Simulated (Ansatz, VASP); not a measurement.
**CdOs: VASP beside Ansatz**

```
Cd Os
1.0
     3.22770    0.00000    0.00000
     0.00000    3.22770    0.00000
     0.00000    0.00000    3.22770
Cd Os
1 1
Direct
  0.00000 0.00000 0.00000
  0.50000 0.50000 0.50000
```

Alike in both runs: functional PBE; k mesh 18 × 18 × 18; occupations gaussian, width 0.1 eV; no spin polarisation.

Ansatz relaxed the structure, and its values are those at the end. VASP's run is a single point on that final structure, the one shown.

```csv
,VASP,Ansatz
version,VASP 6.6.1,Ansatz 0.2.0
potentials or method,"VASP PAW PBE potentials, release 64 (Cd_sv_GW, Os_sv_GW), cutoff 540 eV","scalar-relativistic, plane waves, PAW"
valence electrons in the cell,36,36
```

```tsv
	VASP	Ansatz	Ansatz less VASP
gap on the k mesh at the Fermi level (eV)	none	none	-
pressure (GPa)	-2.3	0.0	+2.29
```

A gap of «none» marks a metal or a gap that the smearing closes.

Neither program's run includes spin-orbit coupling.
